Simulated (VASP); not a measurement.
Set up this calculation in VASP 6.6.1, as the native input.

```
Task                   : single point
Functional             : PBE
Potentials or basis    : VASP PAW PBE potentials, release 64 (Co)
Cutoff                 : 520 eV
k mesh                 : 21 × 21 × 12
Occupations            : gaussian, width 0.15 eV
Spin                   : collinear spin, ferromagnetic start
Starting moments       : [1.86, 1.86] μB
Dipole correction      : no
Further INCAR settings : ALGO = Fast; EDIFF = 1e-07; NBANDS = 20
```

The structure of Co lies in POSCAR:

```
Co
1.0
    2.4933810334      0.0000000000      0.0000000000
   -1.2466905167      2.1593313163      0.0000000000
    0.0000000000      0.0000000000      3.8306000000
Co
2
Direct
    0.3333333333      0.6666666667      0.2500000000
    0.6666666667      0.3333333333      0.7500000000
```

These files were run (other wordings do the same):

INCAR

```
  PREC = Accurate
  ENCUT = 520
  EDIFF = 1E-7
  ISMEAR = 0
  SIGMA = 0.15
  LREAL = F
  LASPH = T
  NELM = 150
  ALGO = Fast
  ISIF = 2
  LWAVE = F
  LCHARG = F
  ISPIN = 2
  MAGMOM = 1.86 1.86
  LORBIT = 11
  LMAXMIX = 4
  GGA = PE
  NBANDS = 20
```

KPOINTS

```
Automatic mesh
0
Gamma
  21 21 12
```

Potentials or basis: VASP PAW PBE potentials, release 64 (Co).

Run with:

```sh
$ cat potpaw_PBE.64/Co/POTCAR > POTCAR
$ mpirun -np 1 vasp_std > vasp.out
```

Results of the run:

```yaml
Pressure: 12.0 GPa
Net_moment: 3.10 μB per cell
Site_moments: Co +1.56 μB
Valence_electrons_inside_the_program's_atomic_spheres: Co 8.38
```

Caveat: the cell stands under pressure.

Run time: 2.2 min on 1 thread of Intel(R) Xeon(R) 6975P-C (Granite Rapids), on a shared host, peak memory 0.29 GiB.
